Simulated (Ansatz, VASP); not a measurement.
## Ti2C: VASP beside Ansatz

File INCAR:

```
ALGO = Normal
EDIFF = 1E-6
ENCUT = 520
ISIF = 2
ISMEAR = -1
LASPH = T
LCHARG = F
LREAL = F
LWAVE = F
NBANDS = 21
NELM = 100
PREC = Accurate
SIGMA = 0.05
```

File KPOINTS:

```
k-points
0
Gamma
  14 14 14
```

File POSCAR:

```
Ti2C
1.0
    1.4426034164      0.8328874708      3.5689454195
   -1.4426034164      0.8328874708      3.5689454195
    0.0000000000     -1.6657749416      3.5689454194
Ti C
2 1
Direct
    0.2587507632      0.2587507632      0.2587507632
    0.7412492368      0.7412492368      0.7412492368
    0.5000000000      0.5000000000      0.5000000000
```

Input for Ansatz:

```yaml
crystal:
  lattice:
    - [1.4426034164, 0.8328874708, 3.5689454195]
    - [-1.4426034164, 0.8328874708, 3.5689454195]
    - [0.0, -1.6657749416, 3.5689454194]
  atoms:
    - { symbol: Ti, position: [0.2587507632, 0.2587507632, 0.2587507632] }
    - { symbol: Ti, position: [0.7412492368, 0.7412492368, 0.7412492368] }
    - { symbol: C, position: [0.5, 0.5, 0.5] }
kpoints:
  mp_grid: { grid: [14, 14, 14] }
  band_path:
    path:
      - [0.0, 0.0, 0.0]
      - [0.5, 0.5, 0.5]
      - [0.7970253952, 0.2029746048, 0.5]
      - [0.5, -0.2029746048, 0.2029746048]
      - [0.5, 0.0, 0.0]
      - [0.0, 0.0, 0.0]
      - [0.3514873024, -0.3514873024, 0.0]
      - [0.6485126976, 0.0, 0.3514873024]
      - [0.5, 0.0, 0.5]
    npoints: 6
scf:
  occupations: { method: fermi_dirac, width: 0.05 }
hamiltonian:
  xc: lda
  pseudopotentials: { kind: all_electron, lapw: { basis_error: 0.001 } }
output:
  forces: true
  stress: true
  eigenvalues: true
  populations: true
```

Change from the starting cell: volume scaled by 0.65, LAPW.

Alike in both runs: task single point; functional LDA; k mesh 14 × 14 × 14; occupations fermi-dirac, width 0.05 eV; no spin polarisation.

```csv
,VASP,Ansatz
version,VASP 6.6.1,Ansatz 0.2.0
potentials or method,"VASP PAW LDA potentials, release 64 (Ti_sv, C), cutoff 520 eV","all-electron LAPW, scalar-relativistic"
```

```tsv
	VASP	Ansatz	Ansatz less VASP
pressure (GPa)	108.3	107.7	-0.63
traceless stress, the component that is largest in VASP (GPa)	0.14	-0.07	-0.207
rms of the force components (eV/Å)	0.011	0.008	-0.0030
```

LDA's correlation is that of Perdew and Zunger in VASP and of Perdew and Wang (1992) in Ansatz. Atom by atom the forces differ by 0.019 eV/Å (rms over components). Both programs put the cell under a high pressure, so it lies far from rest at this level. Ansatz ran all-electron here, and VASP with PAW potentials.

Noted on VASP's run: the cell as given lies far from equilibrium.
